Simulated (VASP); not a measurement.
# TaN (Fm-3m) in VASP: single point with PBE+D3(BJ)

Aim: the single point of TaN with PBE+D3(BJ).

Everything below comes from runs of VASP 6.6.1. Logs are shortened: lines on timing, memory, paths and dates and some standing lists are left out, and cuts for length are marked.

## Step 1: The cell of the first run

The structure is cubic, space group Fm-3m (No. 225). The conventional cell has a = 4.384 Å, b = 4.384 Å, c = 4.384 Å, α = 90.00°, β = 90.00°, γ = 90.00°. Ta (site symmetry m-3m) has 6 N at 2.19 Å within 2.9 Å. Within 2.9 Å of N (site symmetry m-3m) lie 6 Ta at 2.19 Å.

## Step 2: Single point, PBE+D3(BJ)

The input, INCAR:

```
ALGO     = Normal         # electronic algorithm
EDIFF    = 1E-6           # SCF threshold, eV
ENCUT    = 700            # plane-wave cutoff, eV
GGA      = PE             # functional
GGA_COMPAT= F            
ISIF     = 2              # what is computed and relaxed
ISMEAR   = 0              # smearing method
IVDW     = 12             # dispersion correction
LASPH    = T              # aspherical terms in the spheres
LCHARG   = F              # write CHGCAR
LREAL    = F              # projectors in reciprocal space
LWAVE    = F              # write WAVECAR
NBANDS   = 16             # bands
NELM     = 120            # most SCF steps
PREC     = Accurate       # precision mode
SIGMA    = 0.1            # smearing width, eV
```

The input, KPOINTS:

```
k-points
0
Gamma
  16 16 16
```

The input, POSCAR:

```
TaN
1.0
    0.0000000000      2.1921251127      2.1921251127
    2.1921251127      0.0000000000      2.1921251127
    2.1921251127      2.1921251127      0.0000000000
Ta N
1 1
Direct
    0.0000000000      0.0000000000      0.0000000000
    0.5000000000      0.5000000000      0.5000000000
```

Potentials or basis: VASP PAW PBE potentials, release 64 (Ta_sv_GW, N).

Run with:

```bash
$ cat potpaw_PBE.64/Ta_sv_GW/POTCAR potpaw_PBE.64/N/POTCAR > POTCAR
$ mpirun -np 1 vasp_std > vasp.out
```

OUTCAR:

```text
EDIFF = 1E-6
   ENCUT = 700
   GGA = PE
   ISIF = 2
   ISMEAR = 0
   IVDW = 12
   LASPH = T
   LREAL = F
   NELM = 120
   PREC = Accurate
 IVDW          = 12

 ion  position               nearest neighbor table
   1  0.000  0.000  0.000-   2 2.19   2 2.19   2 2.19   2 2.19   2 2.19   2 2.19
   2  0.500  0.500  0.500-   1 2.19   1 2.19   1 2.19   1 2.19   1 2.19   1 2.19

  LATTYP: Found a face centered cubic cell.
 ALAT       =     4.3842502254

  Lattice vectors:

 A1 = (   0.0000000000,   2.1921251127,   2.1921251127)
 A2 = (   2.1921251127,   0.0000000000,   2.1921251127)
 A3 = (   2.1921251127,   2.1921251127,   0.0000000000)

Analysis of symmetry for initial positions (statically):
=====================================================================
 Subroutine PRICEL returns:
 Original cell was already a primitive cell.

 Routine SETGRP: Setting up the symmetry group for a
 face centered cubic supercell.

 Subroutine GETGRP returns: Found 48 space group operations
 (whereof 48 operations were pure point group operations)
 out of a pool of 48 trial point group operations.

The static configuration has the point symmetry O_h .

Analysis of symmetry for dynamics (positions and initial velocities):
=====================================================================
 Subroutine PRICEL returns:
 Original cell was already a primitive cell.

 Routine SETGRP: Setting up the symmetry group for a
 face centered cubic supercell.

 Subroutine GETGRP returns: Found 48 space group operations
 (whereof 48 operations were pure point group operations)
 out of a pool of 48 trial point group operations.

The dynamic configuration has the point symmetry O_h .

 Subroutine INISYM returns: Found 48 space group operations
 (whereof 48 operations are pure point group operations),
 and found     1 'primitive' translations

----------------------------------------------------------------------------------------

                                     Primitive cell

  volume of cell :      21.0681

  direct lattice vectors                    reciprocal lattice vectors
     0.000000000  2.192125113  2.192125113    -0.228089171  0.228089171  0.228089171
     2.192125113  0.000000000  2.192125113     0.228089171 -0.228089171  0.228089171
     2.192125113  2.192125113  0.000000000     0.228089171  0.228089171 -0.228089171

  length of vectors
     3.100133065  3.100133065  3.100133065     0.395062033  0.395062033  0.395062033

  position of ions in fractional coordinates (direct lattice)
     0.000000000  0.000000000  0.000000000
     0.500000000  0.500000000  0.500000000

  ion indices of the primitive-cell ions
   primitive index   ion index
                 1           1
                 2           2

----------------------------------------------------------------------------------------

 KPOINTS: k-points

Automatic generation of k-mesh.
 Grid dimensions read from file:
 generate k-points for:   16   16   16

 Generating k-lattice:

  Cartesian coordinates                     Fractional coordinates (reciprocal lattice)
    -0.014255573  0.014255573  0.014255573     0.062500000  0.000000000  0.000000000
     0.014255573 -0.014255573  0.014255573     0.000000000  0.062500000  0.000000000
     0.014255573  0.014255573 -0.014255573     0.000000000  0.000000000  0.062500000

  Length of vectors
     0.024691377  0.024691377  0.024691377

  Shift w.r.t. Gamma in fractional coordinates (k-lattice)
     0.000000000  0.000000000  0.000000000

 Subroutine IBZKPT returns following result:
 ===========================================

 Found    145 irreducible k-points:

 Following reciprocal coordinates:
            Coordinates               Weight
  0.000000  0.000000  0.000000      1.000000
  0.062500  0.000000  0.000000      8.000000
  0.125000  0.000000  0.000000      8.000000
  0.187500  0.000000  0.000000      8.000000
  0.250000  0.000000  0.000000      8.000000
  0.312500  0.000000  0.000000      8.000000
[... 16 lines left out ...]
 -0.125000  0.062500  0.000000     24.000000
 -0.062500  0.062500  0.000000     12.000000
 [... further k-points ...]
   k-points           NKPTS =    145   k-points in BZ     NKDIM =    145   number of bands    NBANDS=     16
   number of dos      NEDOS =    301   number of ions     NIONS =      2
   total plane-waves  NPLWV =  21952
   dimension x,y,z NGX =    28 NGY =   28 NGZ =   28
   dimension x,y,z NGXF=    56 NGYF=   56 NGZF=   56
   ions per type =               1   1
   NGX,Y,Z   is equivalent  to a cutoff of  15.02, 15.02, 15.02 a.u.
   NGXF,Y,Z  is equivalent  to a cutoff of  30.03, 30.03, 30.03 a.u.
 SYSTEM =  unknown system
   PREC   = accura    normal or accurate (medium, high low for compatibility)
   ISTART =      0    job   : 0-new  1-cont  2-samecut
   ICHARG =      2    charge: 1-file 2-atom 10-const
   ISPIN  =      1    spin polarized calculation?
   LNONCOLLINEAR =      F non collinear calculations
   LSORBIT =      F    spin-orbit coupling
   LASPH  =      T    aspherical Exc in radial PAW
   ENCUT  =  700.0 eV  51.45 Ry    7.17 a.u.   6.69  6.69  6.69*2*pi/ulx,y,z
   NELM   =    120;   NELMIN=  2; NELMDL= -5     # of ELM steps
   EDIFF  = 0.1E-05   stopping-criterion for ELM
   LREAL  =      F    real-space projection
   EDIFFG = 0.1E-04   stopping-criterion for IOM
   NSW    =      0    number of steps for IOM
   IBRION =     -1    ionic relax: 0-MD 1-quasi-New 2-CG
   NFREE  =      0    steps in history (QN), initial steepest desc. (CG)
   ISIF   =      2    stress and relaxation
   ISYM   =      2    0-nonsym 1-usesym 2-fastsym
   POTIM  = 0.5000    time-step for ionic-motion
   TEBEG  =    0.0;   TEEND  =   0.0 temperature during run
   PSTRESS=    0.0 pullay stress
   NELECT =      18.0000    total number of electrons
   NUPDOWN=      -1.0000    fix difference up-down
   EMIN   =  10.00;   EMAX   =-10.00  energy-range for DOS
   EFERMI =   0.00;   METHOD = LEGACY
   ISMEAR =     0;   SIGMA  =   0.10  broadening in eV -4-tet -1-fermi 0-gaus
   EFERMI_NEDOS =   21; number of points for ismear=-14 and -15
   IALGO  =     38    algorithm
   IMIX   =      4    mixing-type and parameters
     AMIX     =   0.40;   BMIX     =  1.00
     AMIX_MAG =   1.60;   BMIX_MAG =  1.00
  volume/ion in A,a.u.               =      10.53        71.09
  Fermi-wavevector in a.u.,A,eV,Ry     =   1.553425  2.935548 32.832622  2.413130
  Thomas-Fermi vector in A             =   2.657658
   LORBIT       =      0    0 simple, 1 ext, 2 COOP (PROOUT), +10 PAW based schemes
   GGA     = PE    functional components
   LHFCALC =     F    Hartree Fock is set to
   AEXX    =    0.0000 exact exchange contribution
   IVDW    =    12    specifies the selected vdW correction
   LEPSILON=     F    determine dielectric tensor
   LRPA    =     F    only Hartree local field effects (RPA)
 non-spin polarized calculation
 Gauss-broadening in eV      SIGMA  =   0.10
  energy-cutoff  :      700.00
  volume of cell :       21.07
 maximum number of plane-waves:       905
   NGX = 13   NGY = 13   NGZ = 13

 number of electron      18.0000000 magnetization

 Free energy of the ion-electron system (eV)
  ---------------------------------------------------
  ext. energy  EPLUGINS =         0.00000000
  ---------------------------------------------------
  free energy    TOTEN  =       -24.34769064 eV

  energy without entropy =      -24.34203104  energy(sigma->0) =      -24.34486084

 E-fermi :  13.9521     XC(G=0): -13.8363

 val. band max:       13.9366594398   @ k =  -0.2500   0.3750   0.1250
 cond. band min:      13.9535716926   @ k =  -0.3125   0.3125   0.1250
 fundamental gap:      0.0169122528
 Fermi energy:        13.9520754959

 k-point     1 :       0.0000    0.0000    0.0000
  band No.  band energies     occupation
      1     -55.6008      2.00000
      2     -21.7759      2.00000
      3     -21.7759      2.00000
      4     -21.7759      2.00000
      5      -4.9678      2.00000
      6      10.1032      2.00000
[... 8 lines left out ...]
     15      23.1280      0.00000
     16      38.2302      0.00000

 k-point     2 :       0.0625    0.0000    0.0000
  band No.  band energies     occupation
      1     -55.5986      2.00000
      2     -21.8122      2.00000
      3     -21.7791      2.00000
      4     -21.7791      2.00000
      5      -4.8717      2.00000
      6       9.5918      2.00000
[... 8 lines left out ...]
     15      23.4231      0.00000
     16      36.6921      0.00000

 k-point     3 :       0.1250    0.0000    0.0000
  band No.  band energies     occupation
      1     -55.5923      2.00000
      2     -21.9144      2.00000
      3     -21.7885      2.00000
      4     -21.7885      2.00000
      5      -4.5938      2.00000
      6       8.5518      2.00000
[... 8 lines left out ...]
     15      24.2421      0.00000
     16      34.4369      0.00000

 k-point     4 :       0.1875    0.0000    0.0000
  band No.  band energies     occupation
      1     -55.5828      2.00000
      2     -22.0639      2.00000
      3     -21.8024      2.00000
      4     -21.8024      2.00000
      5      -4.1639      2.00000
      6       7.3877      2.00000
[... 8 lines left out ...]
     15      25.3593      0.00000
     16      32.4043      0.00000
[... 324 lines left out ...]
 k-point    22 :      -0.1875    0.0625    0.0000
  band No.  band energies     occupation
      1     -55.5776      2.00000
      2     -22.1259      2.00000
      3     -21.8420      2.00000
      4     -21.7962      2.00000
      5      -3.9391      2.00000
      6       6.8316      2.00000
[... 8 lines left out ...]
     15      25.9022      0.00000
     16      30.8688      0.00000

 k-point    23 :      -0.1250    0.0625    0.0000
  band No.  band energies     occupation
      1     -55.5877      2.00000
      2     -21.9738      2.00000
      3     -21.8208      2.00000
      4     -21.7841      2.00000
      5      -4.3943      2.00000
      6       7.8966      2.00000
[... 8 lines left out ...]
     15      24.8192      0.00000
     16      32.8908      0.00000

 k-point    24 :      -0.0625    0.0625    0.0000
  band No.  band energies     occupation
      1     -55.5950      2.00000
      2     -21.8625      2.00000
      3     -21.7987      2.00000
      4     -21.7781      2.00000
      5      -4.7169      2.00000
      6       8.8925      2.00000
[... 8 lines left out ...]
     15      23.8922      0.00000
     16      35.1370      0.00000

 [... further k-points ...]

------------------------ aborting loop because EDIFF is reached ----------------------------------------

 Edisp (eV)   -0.95390

 E8    (eV) :    -0.4412

  FORCE on cell =-STRESS in cart. coord.  units (eV):
  Direction    XX          YY          ZZ          XY          YZ          ZX
  --------------------------------------------------------------------------------------
  -------------------------------------------------------------------------------------
  Total       0.02249     0.02249     0.02249     0.00000     0.00000     0.00000
  in kB       1.71065     1.71065     1.71065     0.00000     0.00000     0.00000
  external pressure =        1.71 kB  Pullay stress =        0.00 kB

 VOLUME and BASIS-vectors are now :
 -----------------------------------------------------------------------------
  energy-cutoff  :      700.00
  volume of cell :       21.07
      direct lattice vectors                 reciprocal lattice vectors
     0.000000000  2.192125113  2.192125113    -0.228089171  0.228089171  0.228089171
     2.192125113  0.000000000  2.192125113     0.228089171 -0.228089171  0.228089171
     2.192125113  2.192125113  0.000000000     0.228089171  0.228089171 -0.228089171

 POSITION                                       TOTAL-FORCE (eV/Angst)
 -----------------------------------------------------------------------------------
      0.00000      0.00000      0.00000        -0.000000      0.000000     -0.000000
      2.19213      2.19213      2.19213         0.000000      0.000000      0.000000
 -----------------------------------------------------------------------------------
    total drift:                                0.000000      0.000000      0.000000

  FREE ENERGIE OF THE ION-ELECTRON SYSTEM (eV)
  ---------------------------------------------------
  free  energy   TOTEN  =       -25.3015922845 eV

  energy  without entropy=      -25.2959326880  energy(sigma->0) =      -25.29876249
```

It took 50 s on 1 thread of Intel Xeon Platinum 8375C at 2.90GHz (Ice Lake), shared host; peak memory 0.24 GiB.

What came out:

```
Free energy                : -25.3016 eV
Pressure                   : 0.2 GPa
Band gap on the k mesh     : zero (bands 9 and 10 overlap by 4.06 eV)
Dispersion energy per atom : -0.477 eV
```

Caveat: spin-orbit coupling is left out, which moves the levels of the heavy elements.
